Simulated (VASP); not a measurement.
# TeAs3F (P-6m2) in VASP: further runs

TeAs3F is run at these levels: PBE; tasks: relaxation of cell and atoms.

All numbers are computed with VASP 6.6.1; they aren't measurements. Logs are shortened: lines on timing, memory, paths and dates and some standing lists are left out, and cuts for length are marked.

### 1 The cell of the first run

It takes space group P-6m2 (No. 187, hexagonal). The conventional cell has a = 5.164 Å, b = 5.164 Å, c = 4.883 Å, α = 90.00°, β = 90.00°, γ = 120.00°. Within 3.6 Å of Te (site symmetry -6m2) lie 6 As at 2.75 Å and 3 F at 2.98 Å. As (site symmetry mm2) has 4 As at 2.20 to 2.96 Å and 2 Te at 2.75 Å and 2 F at 2.98 Å within 3.0 Å. F (site symmetry -6m2) has 6 As at 2.98 Å and 3 Te at 2.98 Å within 3.9 Å.

The cell was generated, and may not be a known phase.

### 2 Relaxation of cell and atoms, PBE

INCAR

```
ALGO = Normal
EDIFF = 1E-7
EDIFFG = -0.04
ENCUT = 600
GGA = PE
GGA_COMPAT = False
IBRION = 2
ISIF = 3
ISMEAR = 0
LASPH = True
LCHARG = False
LREAL = False
LWAVE = False
NELM = 120
NELMIN = 4
NSW = 90
PREC = Accurate
SIGMA = 0.1
```

KPOINTS

```
k-points
0
Gamma
  6 6 4
```

POSCAR

```
TeAs3F
1.0
    5.1636473500      0.0000000000      0.0000000000
   -2.5818236700      4.4718497800      0.0000000000
    0.0000000000      0.0000000000      4.8830839400
Te As F
1 3 1
Direct
    0.3333333300      0.6666666700      0.5000000000
    0.1911037800      0.8088962200      0.0000000000
    0.1911037800      0.3822075500      0.0000000000
    0.6177924500      0.8088962200      0.0000000000
    0.0000000000      0.0000000000      0.5000000000
```

Potentials or basis: VASP PAW PBE potentials, release 64 (Te, As, F).

The run is started by

```console
> cat potpaw_PBE.64/Te/POTCAR potpaw_PBE.64/As/POTCAR potpaw_PBE.64/F/POTCAR > POTCAR
> mpirun -np 1 vasp_std > vasp.out
```

OUTCAR:

```text
EDIFF = 1E-7
   EDIFFG = -0.04
   ENCUT = 600
   GGA = PE
   IBRION = 2
   ISIF = 3
   ISMEAR = 0
   LASPH = True
   LREAL = False
   NELM = 120
   NELMIN = 4
   NSW = 90
   PREC = Accurate

 ion  position               nearest neighbor table
   1  0.333  0.667  0.500-   2 2.75   2 2.75   3 2.75   3 2.75   4 2.75   4 2.75
   2  0.191  0.809  0.000-   3 2.20   4 2.20   1 2.75   1 2.75
   3  0.191  0.382  0.000-   2 2.20   4 2.20   1 2.75   1 2.75
   4  0.618  0.809  0.000-   2 2.20   3 2.20   1 2.75   1 2.75
   5  0.000  0.000  0.500-

  LATTYP: Found a hexagonal cell.
 ALAT       =     5.1636473500
 C/A-ratio  =     0.9456656524

  Lattice vectors:

 A1 = (   5.1636473500,   0.0000000000,   0.0000000000)
 A2 = (  -2.5818236700,   4.4718497800,   0.0000000000)
 A3 = (   0.0000000000,   0.0000000000,   4.8830839400)

Analysis of symmetry for initial positions (statically):
=====================================================================
 Subroutine PRICEL returns:
 Original cell was already a primitive cell.

 Routine SETGRP: Setting up the symmetry group for a
 hexagonal supercell.

 Subroutine GETGRP returns: Found 12 space group operations
 (whereof 12 operations were pure point group operations)
 out of a pool of 24 trial point group operations.

The static configuration has the point symmetry D_3h.

Analysis of symmetry for dynamics (positions and initial velocities):
=====================================================================
 Subroutine PRICEL returns:
 Original cell was already a primitive cell.

 Routine SETGRP: Setting up the symmetry group for a
 hexagonal supercell.

 Subroutine GETGRP returns: Found 12 space group operations
 (whereof 12 operations were pure point group operations)
 out of a pool of 24 trial point group operations.

The dynamic configuration has the point symmetry D_3h.

 Subroutine INISYM returns: Found 12 space group operations
 (whereof 12 operations are pure point group operations),
 and found     1 'primitive' translations

----------------------------------------------------------------------------------------

                                     Primitive cell

  volume of cell :     112.7556

  direct lattice vectors                    reciprocal lattice vectors
     5.163647350  0.000000000  0.000000000     0.193661560  0.111810553  0.000000000
    -2.581823670  4.471849780  0.000000000     0.000000000  0.223621107  0.000000000
     0.000000000  0.000000000  4.883083940     0.000000000  0.000000000  0.204788616

  length of vectors
     5.163647350  5.163647346  4.883083940     0.223621107  0.223621107  0.204788616

  position of ions in fractional coordinates (direct lattice)
     0.333333330  0.666666670  0.500000000
     0.191103780  0.808896220  0.000000000
     0.191103780  0.382207550  0.000000000
     0.617792450  0.808896220  0.000000000
     0.000000000  0.000000000  0.500000000

  ion indices of the primitive-cell ions
   primitive index   ion index
                 1           1
                 2           2
                 3           3
                 4           4
                 5           5

----------------------------------------------------------------------------------------

 KPOINTS: k-points

Automatic generation of k-mesh.
 Grid dimensions read from file:
 generate k-points for:    6    6    4

 Generating k-lattice:

  Cartesian coordinates                     Fractional coordinates (reciprocal lattice)
     0.032276927  0.018635092  0.000000000     0.166666667  0.000000000  0.000000000
     0.000000000  0.037270185  0.000000000     0.000000000  0.166666667  0.000000000
     0.000000000  0.000000000  0.051197154     0.000000000  0.000000000  0.250000000

  Length of vectors
     0.037270185  0.037270185  0.051197154

  Shift w.r.t. Gamma in fractional coordinates (k-lattice)
     0.000000000  0.000000000  0.000000000

 Subroutine IBZKPT returns following result:
 ===========================================

 Found     21 irreducible k-points:

 Following reciprocal coordinates:
            Coordinates               Weight
  0.000000  0.000000  0.000000      1.000000
  0.166667  0.000000  0.000000      6.000000
  0.333333 -0.000000  0.000000      6.000000
  0.500000  0.000000  0.000000      3.000000
  0.166667  0.166667  0.000000      6.000000
  0.333333  0.166667  0.000000     12.000000
[... 13 lines left out ...]
  0.333333  0.166667  0.500000     12.000000
  0.333333  0.333333  0.500000      2.000000
   k-points           NKPTS =     21   k-points in BZ     NKDIM =     21   number of bands    NBANDS=     18
   number of dos      NEDOS =    301   number of ions     NIONS =      5
   total plane-waves  NPLWV =  70560
   dimension x,y,z NGX =    42 NGY =   42 NGZ =   40
   dimension x,y,z NGXF=    84 NGYF=   84 NGZF=   80
   ions per type =               1   3   1
   NGX,Y,Z   is equivalent  to a cutoff of  13.52, 13.52, 13.62 a.u.
   NGXF,Y,Z  is equivalent  to a cutoff of  27.04, 27.04, 27.24 a.u.
 SYSTEM =  unknown system
   PREC   = accura    normal or accurate (medium, high low for compatibility)
   ISTART =      0    job   : 0-new  1-cont  2-samecut
   ICHARG =      2    charge: 1-file 2-atom 10-const
   ISPIN  =      1    spin polarized calculation?
   LNONCOLLINEAR =      F non collinear calculations
   LSORBIT =      F    spin-orbit coupling
   LASPH  =      T    aspherical Exc in radial PAW
   ENCUT  =  600.0 eV  44.10 Ry    6.64 a.u.  10.31 10.31  9.75*2*pi/ulx,y,z
   NELM   =    120;   NELMIN=  4; NELMDL= -5     # of ELM steps
   EDIFF  = 0.1E-06   stopping-criterion for ELM
   LREAL  =      F    real-space projection
   EDIFFG = -.4E-01   stopping-criterion for IOM
   NSW    =     90    number of steps for IOM
   IBRION =      2    ionic relax: 0-MD 1-quasi-New 2-CG
   NFREE  =      1    steps in history (QN), initial steepest desc. (CG)
   ISIF   =      3    stress and relaxation
   ISYM   =      2    0-nonsym 1-usesym 2-fastsym
   POTIM  = 0.5000    time-step for ionic-motion
   TEBEG  =    0.0;   TEEND  =   0.0 temperature during run
   PSTRESS=    0.0 pullay stress
   NELECT =      28.0000    total number of electrons
   NUPDOWN=      -1.0000    fix difference up-down
   EMIN   =  10.00;   EMAX   =-10.00  energy-range for DOS
   EFERMI =   0.00;   METHOD = LEGACY
   ISMEAR =     0;   SIGMA  =   0.10  broadening in eV -4-tet -1-fermi 0-gaus
   EFERMI_NEDOS =   21; number of points for ismear=-14 and -15
   IALGO  =     38    algorithm
   IMIX   =      4    mixing-type and parameters
     AMIX     =   0.40;   BMIX     =  1.00
     AMIX_MAG =   1.60;   BMIX_MAG =  1.00
  volume/ion in A,a.u.               =      22.55       152.18
  Fermi-wavevector in a.u.,A,eV,Ry     =   1.028999  1.944526 14.406372  1.058838
  Thomas-Fermi vector in A             =   2.163024
   LORBIT       =      0    0 simple, 1 ext, 2 COOP (PROOUT), +10 PAW based schemes
   GGA     = PE    functional components
   LHFCALC =     F    Hartree Fock is set to
   AEXX    =    0.0000 exact exchange contribution
   IVDW    =     0    specifies the selected vdW correction
   LEPSILON=     F    determine dielectric tensor
   LRPA    =     F    only Hartree local field effects (RPA)
 conjugate gradient relaxation of ions
 non-spin polarized calculation
 Gauss-broadening in eV      SIGMA  =   0.10
  energy-cutoff  :      600.00
  volume of cell :      112.76
 maximum number of plane-waves:      3788
 NGX is ok and might be reduce to    42
   NGX = 21   NGY = 21   NGZ = 19

--------------------------------------- Ionic step        1  -------------------------------------------

 number of electron      27.9999995 magnetization

 Free energy of the ion-electron system (eV)
  ---------------------------------------------------
  ext. energy  EPLUGINS =         0.00000000
  ---------------------------------------------------
  free energy    TOTEN  =       -16.93737654 eV

  energy without entropy =      -16.91737117  energy(sigma->0) =      -16.92737385

------------------------ aborting loop because EDIFF is reached ----------------------------------------

  FORCE on cell =-STRESS in cart. coord.  units (eV):
  Direction    XX          YY          ZZ          XY          YZ          ZX
  --------------------------------------------------------------------------------------
  -------------------------------------------------------------------------------------
  Total       16.5072275     16.5072275     14.2174972      0.0000000      0.0000000      0.0000000
  in kB      234.5561086    234.5561085    202.0206493      0.0000003      0.0000000      0.0000000
  external PRESSURE =     223.7109555 kB  Pullay stress =       0.0000000 kB
[... 98 lines left out ...]
  FREE ENERGIE OF THE ION-ELECTRON SYSTEM (eV)
  ---------------------------------------------------
  free  energy   TOTEN  =       -17.8053294736 eV

  energy  without entropy=      -17.7728189002  energy(sigma->0) =      -17.78907419

[... ionic steps 4 to 12 ...]

--------------------------------------- Ionic step       13  -------------------------------------------

 number of electron      27.9999994 magnetization

------------------------ aborting loop because EDIFF is reached ----------------------------------------

  FORCE on cell =-STRESS in cart. coord.  units (eV):
  Direction    XX          YY          ZZ          XY          YZ          ZX
  --------------------------------------------------------------------------------------
  -------------------------------------------------------------------------------------
  Total       -0.0987859     -0.0987859      0.6545461     -0.0000000      0.0000000     -0.0000000
  in kB       -1.1380826     -1.1380826      7.5408326     -0.0000000      0.0000000     -0.0000000
  external PRESSURE =       1.7548891 kB  Pullay stress =       0.0000000 kB
[... 63 lines left out ...]
  energy  without entropy=      -19.1171848554  energy(sigma->0) =      -19.12939560

--------------------------------------- Ionic step       15  -------------------------------------------

 number of electron      27.9999993 magnetization

 Free energy of the ion-electron system (eV)
  ---------------------------------------------------
  ext. energy  EPLUGINS =         0.00000000
  ---------------------------------------------------
  free energy    TOTEN  =       -19.14174429 eV

  energy without entropy =      -19.11731347  energy(sigma->0) =      -19.12952888

 E-fermi :   2.3618     XC(G=0):  -8.1569

 val. band max:        2.3607232630   @ k =   0.3333  -0.0000   0.0000
 cond. band min:       2.3818071828   @ k =   0.1667   0.1667   0.0000
 fundamental gap:      0.0210839198
 Fermi energy:         2.3618020415

 k-point     1 :       0.0000    0.0000    0.0000
  band No.  band energies     occupation
      1     -18.0453      2.00000
      2     -12.1775      2.00000
      3      -7.0266      2.00000
      4      -7.0266      2.00000
      5      -6.7614      2.00000
      6      -3.7252      2.00000
[... 10 lines left out ...]
     17       5.9539      0.00000
     18       6.6509      0.00000
[... 450 lines left out ...]
  FREE ENERGIE OF THE ION-ELECTRON SYSTEM (eV)
  ---------------------------------------------------
  free  energy   TOTEN  =       -19.1417442904 eV

  energy  without entropy=      -19.1173134745  energy(sigma->0) =      -19.12952888

 reached required accuracy - stopping structural energy minimisation
```

It took 23 min on 1 thread of Intel Xeon 8259CL, shared host; peak memory 0.3 GiB.

What came out:

```
Free energy                           : -19.1417 eV
Relaxed volume                        : 27.91 Å³/atom
Relaxed cell                          : a = 5.834 Å, b = 5.834 Å, c = 4.734 Å, α = 90.00°, β = 90.00°, γ = 120.00°
Space group after relaxing (to 0.1 Å) : P-6m2 (No. 187)
Energy gained by relaxing             : 440.9 meV/atom
Ionic steps                           : 15
Pressure after relaxing               : 0.1 GPa
Largest force after relaxing          : 0.011 eV/Å
Band gap on the k mesh                : zero (bands 14 and 15 overlap by 1.01 eV)
```

Forces on the atoms (eV/Å):
```
Te   0.000  0.000  0.000
As   0.009 -0.005  0.000
As   0.000  0.011  0.000
As  -0.009 -0.005  0.000
F    0.000  0.000  0.000
```

Stress tensor (GPa, compression positive):
```
0.17 0.00 0.00
0.00 0.17 0.00
0.00 0.00 0.03
```

Step by step:
```csv
step,energy change (eV),largest force (eV/Å),pressure (GPa),volume (Å³)
1,0.0000,6.1162,22.37,112.76
2,-0.4098,1.2258,-8.37,172.32
3,-0.8680,0.5330,-7.35,159.74
4,-1.2574,0.7157,-5.90,150.40
5,-1.9050,0.3191,0.85,130.68
6,-1.9048,0.3979,0.53,131.22
7,-1.9965,0.3588,-0.01,133.56
8,-2.1622,0.3187,-1.04,138.47
9,-1.8161,0.4701,0.92,146.92
10,-2.1862,0.3502,-0.99,139.89
11,-2.1889,0.3827,-0.92,140.65
12,-2.1788,0.3302,1.76,137.05
13,-2.2013,0.1027,0.18,139.07
14,-2.2042,0.0106,0.12,139.65
15,-2.2044,0.0106,0.12,139.55
```

Final structure:
```
Te As F
1.0
     5.83427    0.00000    0.00000
    -2.91714    5.05263    0.00000
     0.00000    0.00000    4.73389
Te As F
1 3 1
Direct
  0.33333 0.66667 0.50000
  0.18505 0.81495 0.00000
  0.18505 0.37010 0.00000
  0.62990 0.81495 0.00000
  0.00000 0.00000 0.50000
```

Caveat: the volume moved by over 15 % at a fixed basis, so the end points are rough; spin-orbit coupling is left out, which moves the levels of the heavy elements.

(Continued in part 2 of 2.)

The gap in the log of VASP goes by the Fermi energy; the results here count the filled bands.